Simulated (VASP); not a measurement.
Wanted: the native input for a VASP 6.6.1 run.

```yaml
Task: single point
Functional: LDA
Potentials_or_basis: VASP PAW LDA potentials, release 64 (Ca_sv, C)
Cutoff: 600 eV
k_mesh: 10 × 10 × 10
Occupations: gaussian, width 0.05 eV
Spin: no spin polarisation
Dipole_correction: no
Further_INCAR_settings: ALGO = Normal; EDIFF = 1e-06; NBANDS = 16
```

The structure of CaC2 lies in POSCAR:

```
CaC2
1.0
   -1.8789219473      1.8789219473      3.0603403613
    1.8789219473     -1.8789219473      3.0603403613
    1.8789219473      1.8789219473     -3.0603403613
Ca C
1 2
Direct
    0.0000000000      0.0000000000      0.0000000000
    0.5996770466      0.5996770466      0.0000000000
    0.4003229534      0.4003229534      0.0000000000
```

This cell differs from its parent crystal: strain -0.0250 x Voigt [0, 0, 1, 0, 0, 0].

These files were run (other wordings do the same):

INCAR

```
SYSTEM = CaC2
PREC = Accurate
ENCUT = 600
EDIFF = 1E-6
ISMEAR = 0
SIGMA = 0.05
LREAL = .FALSE.
LASPH = .TRUE.
NELM = 120
ALGO = Normal
ISIF = 2
LWAVE = .FALSE.
LCHARG = .FALSE.
GGA = CA
NBANDS = 16
GGA_COMPAT = .FALSE.
```

KPOINTS

```
Automatic mesh
0
G
  10 10 10
  0 0 0
```

Potentials or basis: VASP PAW LDA potentials, release 64 (Ca_sv, C).

Run with:

```console
$ cat potpaw_LDA.64/Ca_sv/POTCAR potpaw_LDA.64/C/POTCAR > POTCAR
$ mpirun -np 1 vasp_std > vasp.out
```

Results of the run:

* Pressure: 6.5 GPa
* Largest force: 2.519 eV/Å
* Band gap on the k mesh: 0.94 eV (least direct gap 2.13 eV)

Caveat: the cell differs from its parent crystal (strain -0.0250 x Voigt [0, 0, 1, 0, 0, 0]); the cell stands under pressure; forces of over 1 eV/Å act on the atoms, so gaps and moduli don't describe the material at rest.

It took 66 s on 1 thread of Intel(R) Xeon(R) Platinum 8488C (Sapphire Rapids), with other jobs on the host, peak memory 0.21 GiB.
